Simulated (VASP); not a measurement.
# AlNi3: single point with r2SCAN

Crystal: AlNi3.

```xyz
4
Lattice="0.0000 2.8568 2.8568 2.8568 0.0000 2.8568 2.8568 2.8568 0.0000" Properties=species:S:1:pos:R:3 pbc="T T T"
Al    2.8568    2.8568    2.8568
Ni    1.4284    1.4284    1.4284
Ni    0.0000    0.0000    0.0000
Ni    4.2853    4.2853    4.2853
```

| Property | Result |
| --- | --- |
| Program | VASP 6.6.1 |
| Task | single point |
| Functional | r2SCAN |
| Potentials or basis | VASP PAW PBE potentials, release 64 (Al, Ni) |
| Cutoff | 520 eV |
| k mesh | 14 × 14 × 14 |
| Occupations | gaussian, width 0.1 eV |
| Spin | no spin polarisation |

| Quantity | Value |
| --- | --- |
| Pressure | -10.1 GPa |
| Band gap on the k mesh | zero (an odd number of electrons rules out a gap without spin polarisation) |

Levels at points of the mesh, in eV from the Fermi level:
```tsv
k point	band 14	band 15	band 16	band 17	band 18	band 19
(0.00, 0.00, 0.00)	-0.55	-0.53	-0.53	5.48	5.48	5.48
(0.50, 0.00, 0.00)	-0.64	-0.47	-0.47	-0.14	4.37	4.37
(0.50, 0.50, 0.00)	-0.68	-0.56	-0.42	-0.33	-0.33	-0.04
```

Wall time 12 min on 1 thread of Intel Xeon 8259CL, on a shared host, peak memory 0.24 GiB.

Caveat: the cell stands under tension; the PAW data sets were made with another functional, which shifts forces and pressure a little. Spin polarisation is off, so any magnetic state and its effect on volume and gap are missing.
